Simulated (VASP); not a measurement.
# LiV16 (a cell with a defect) in VASP: notebook, part 2 of 2

VASP 6.6.1. The steps go on from the part before.

### 3 Single point, PBE

INCAR

```
PREC     = Accurate       # precision mode
ENCUT    = 520            # plane-wave cutoff, eV
EDIFF    = 1E-6           # SCF threshold, eV
ISMEAR   = 0              # smearing method
SIGMA    = 0.1            # smearing width, eV
LREAL    = Auto         
LASPH    = True           # aspherical terms in the spheres
NELM     = 80             # most SCF steps
ALGO     = Normal         # electronic algorithm
ISIF     = 2              # what is computed and relaxed
LWAVE    = False          # write WAVECAR
LCHARG   = False          # write CHGCAR
GGA      = PE             # functional
NBANDS   = 120            # bands
```

KPOINTS

```
Automatic mesh
0
Gamma
  3 3 3
```

POSCAR

```
LiV16
1.0
    6.0400000000      0.0000000000      0.0000000000
    0.0000000000      6.0400000000      0.0000000000
    0.0000000000      0.0000000000      6.0400000000
V Li
16 1
Direct
    0.0124811258      0.0026615894      0.0081720199
    0.5012140728     -0.0035327815     -0.0068281457
    0.0140544702      0.4881653974      0.0090683775
   -0.0101970199     -0.0036951987      0.5015167219
    0.2290675497      0.2523649007      0.2363794702
    0.5021155629      0.5002266556     -0.0082842715
    0.4569086093      0.0557023179      0.4786375828
    0.7415210265      0.2462072848      0.2449728477
   -0.0138561258      0.5030167219      0.5015697020
    0.2575885762      0.7488405629      0.2578139073
    0.2353172185      0.2504127483      0.7489928808
    0.4722872517      0.4597336093      0.4866836093
    0.7597458609      0.7457781457      0.2254733444
    0.7440165563      0.2459905629      0.7477488411
    0.2434642384      0.7488562914      0.7512614238
    0.8096033113      0.7397733444      0.8181306291
    0.6089071192      0.7706913907      0.5627751656
```

Potentials or basis: VASP PAW PBE potentials, release 64 (V_sv, Li_sv).

Run with:

```console
$ cat potpaw_PBE.64/V_sv/POTCAR potpaw_PBE.64/Li_sv/POTCAR > POTCAR
$ mpirun -np 1 vasp_std > vasp.out
```

OUTCAR:

```text
PREC = Accurate
   ENCUT = 520
   EDIFF = 1E-6
   ISMEAR = 0
   LREAL = Auto
   LASPH = True
   NELM = 80
   ISIF = 2
   GGA = PE

 ion  position               nearest neighbor table
   1  0.012  0.003  0.008-  16 2.31   5 2.43  13 2.54  11 2.55  15 2.59  10 2.61   8 2.62  14 2.70

   2  0.501  0.996  0.993-  14 2.57   8 2.59  13 2.59  15 2.61  10 2.64  16 2.64  11 2.67   5 2.69

   3  0.014  0.488  0.009-  16 2.27   5 2.37  11 2.51  13 2.55  15 2.61   8 2.62  10 2.63  14 2.70
[... 23 lines left out ...]
  15  0.243  0.749  0.751-  17 2.49   1 2.59   2 2.61   6 2.61   3 2.61   4 2.62   9 2.63  16 2.65
                            12 2.74   7 2.79
  16  0.810  0.740  0.818-  17 1.97   3 2.27   1 2.31  13 2.48   6 2.58   9 2.61   2 2.64  15 2.65
                             4 2.69
  17  0.609  0.771  0.563-  16 1.97   7 2.02  12 2.10  13 2.24  15 2.49   4 2.70

  LATTYP: Found a simple cubic cell.
 ALAT       =     6.0400000000

  Lattice vectors:

 A1 = (   6.0400000000,   0.0000000000,   0.0000000000)
 A2 = (   0.0000000000,   6.0400000000,   0.0000000000)
 A3 = (   0.0000000000,   0.0000000000,   6.0400000000)

Analysis of symmetry for initial positions (statically):
=====================================================================
 Subroutine PRICEL returns:
 Original cell was already a primitive cell.

 Routine SETGRP: Setting up the symmetry group for a
 simple cubic supercell.

 Subroutine GETGRP returns: Found  1 space group operations
 (whereof  1 operations were pure point group operations)
 out of a pool of 48 trial point group operations.

The static configuration has the point symmetry C_1 .

Analysis of symmetry for dynamics (positions and initial velocities):
=====================================================================
 Subroutine PRICEL returns:
 Original cell was already a primitive cell.

 Routine SETGRP: Setting up the symmetry group for a
 simple cubic supercell.

 Subroutine GETGRP returns: Found  1 space group operations
 (whereof  1 operations were pure point group operations)
[... 146 lines left out ...]
   GGA     = PE    functional components
   LHFCALC =     F    Hartree Fock is set to
   AEXX    =    0.0000 exact exchange contribution
   IVDW    =     0    specifies the selected vdW correction
   LEPSILON=     F    determine dielectric tensor
   LRPA    =     F    only Hartree local field effects (RPA)
 non-spin polarized calculation
 Gauss-broadening in eV      SIGMA  =   0.10
  energy-cutoff  :      520.00
  volume of cell :      220.35
 maximum number of plane-waves:      6031
 NGX is ok and might be reduce to    48
   NGX = 23   NGY = 23   NGZ = 23

 number of electron     210.9999992 magnetization

 Free energy of the ion-electron system (eV)
  ---------------------------------------------------
  ext. energy  EPLUGINS =         0.00000000
  ---------------------------------------------------
  free energy    TOTEN  =      -141.74738012 eV

  energy without entropy =     -141.63157047  energy(sigma->0) =     -141.68947530

 E-fermi :   9.7632     XC(G=0): -12.8538

 val. band max:        9.7597719900   @ k =  -0.3333   0.3333   0.3333
 cond. band min:       9.7643221484   @ k =   0.3333   0.3333   0.0000
 fundamental gap:      0.0045501584
 Fermi energy:         9.7632324795

 k-point     1 :       0.0000    0.0000    0.0000
  band No.  band energies     occupation
      1     -54.0650      2.00000
      2     -53.9587      2.00000
      3     -53.9093      2.00000
      4     -53.9045      2.00000
      5     -53.8980      2.00000
      6     -53.8920      2.00000
[... 1669 lines left out ...]
    116      11.2153      0.00000
    117      11.3504      0.00000
 [bands above 117 left out]

------------------------ aborting loop because EDIFF is reached ----------------------------------------

  FORCE on cell =-STRESS in cart. coord.  units (eV):
  Direction    XX          YY          ZZ          XY          YZ          ZX
  --------------------------------------------------------------------------------------
  -------------------------------------------------------------------------------------
  Total       10.0838796      9.5770631      9.2833774     -0.2555628     -0.1353525      0.4983571
  in kB       73.3208375     69.6357271     67.5003107     -1.8582213     -0.9841606      3.6236015
  external PRESSURE =      70.1522918 kB  Pullay stress =       0.0000000 kB

 VOLUME and BASIS-vectors are now :
 -----------------------------------------------------------------------------
  energy-cutoff  :      520.00
  volume of cell :      220.35
      direct lattice vectors                 reciprocal lattice vectors
     6.040000000  0.000000000  0.000000000     0.165562914  0.000000000  0.000000000
     0.000000000  6.040000000  0.000000000     0.000000000  0.165562914  0.000000000
     0.000000000  0.000000000  6.040000000     0.000000000  0.000000000  0.165562914

 POSITION                                       TOTAL-FORCE (eV/Angst)
 -----------------------------------------------------------------------------------
      0.07539      0.01608      0.04936         0.001600      0.066488      0.035174
      3.02733      6.01866      5.99876        -0.010267      0.001510     -0.010532
      0.08489      2.94852      0.05477         0.002058     -0.038184      0.033399
      5.97841      6.01768      3.02916        -0.005672      0.000349     -0.012447
      1.38357      1.52428      1.42773         0.028445     -0.015682      0.009852
      3.03278      3.02137      5.98996        -0.012876     -0.000510      0.000182
[... 9 lines left out ...]
      4.89000      4.46823      4.94151        -0.065334      0.013360     -0.081535
      3.67780      4.65498      3.39916         0.083505     -0.057991      0.104320
 -----------------------------------------------------------------------------------
    total drift:                               -0.006721      0.005569      0.010995

  FREE ENERGIE OF THE ION-ELECTRON SYSTEM (eV)
  ---------------------------------------------------
  free  energy   TOTEN  =      -141.7473801245 eV

  energy  without entropy=     -141.6315704708  energy(sigma->0) =     -141.68947530
```

OSZICAR:

```text
N       E                     dE             d eps       ncg     rms          rms(c)
DAV:   1     0.374539989818E+04    0.37454E+04   -0.12194E+05  3368   0.208E+03
DAV:   2     0.919305067656E+02   -0.36535E+04   -0.36045E+04  3360   0.728E+02
DAV:   3    -0.149240431877E+03   -0.24117E+03   -0.23259E+03  4616   0.203E+02
DAV:   4    -0.163598866950E+03   -0.14358E+02   -0.13822E+02  4808   0.368E+01
[... 14 lines left out ...]
DAV:  19    -0.141747390570E+03    0.15354E-04   -0.13710E-04  4320   0.713E-02    0.165E-02
DAV:  20    -0.141747385499E+03    0.50708E-05   -0.27423E-05  4200   0.312E-02    0.167E-02
DAV:  21    -0.141747382049E+03    0.34506E-05   -0.18684E-05  3344   0.251E-02    0.524E-03
DAV:  22    -0.141747380595E+03    0.14542E-05   -0.36182E-06  2984   0.116E-02    0.600E-03
DAV:  23    -0.141747380124E+03    0.47020E-06   -0.14297E-06  2288   0.923E-03
   1 F= -.14174738E+03 E0= -.14168948E+03  d E =-.115810E+00
```

stdout:

```text
POSCAR found type information on POSCAR V Li
 POSCAR found :  2 types and      17 ions
 scaLAPACK will be used
 LDA part: xc-table for (Slater+PW92), standard interpolation
 POSCAR, INCAR and KPOINTS ok, starting setup
 FFT: planning ... GRIDC
 FFT: planning ... GRID_SOFT
 FFT: planning ... GRID
 WAVECAR not read
 entering main loop
```

Run time: 19 min. Hardware: 1 thread of Intel Xeon Platinum 8488C (Sapphire Rapids), shared host; peak memory 0.45 GiB.

Results:

* Free energy: -141.7474 eV
* Largest force: 0.146 eV/Å
* Band gap on the k mesh: zero (an odd number of electrons rules out a gap without spin polarisation)

Forces on the atoms (eV/Å):
```
V    0.002  0.066  0.035
V   -0.010  0.002 -0.011
V    0.002 -0.038  0.033
V   -0.006  0.000 -0.012
V    0.028 -0.016  0.010
V   -0.013 -0.001  0.000
V   -0.019  0.116 -0.017
V    0.001  0.004 -0.010
V   -0.011  0.000 -0.011
V   -0.004 -0.002 -0.020
V    0.031 -0.004 -0.033
V   -0.024 -0.110 -0.026
V   -0.023  0.015  0.046
V    0.001  0.002 -0.006
V    0.026  0.010 -0.002
V   -0.065  0.013 -0.082
Li   0.084 -0.058  0.104
```

Caveat: the cutoff is under 1.25 times the usual one of these potentials, so pressure, stress and relaxed cells hold a basis-set (Pulay) error.
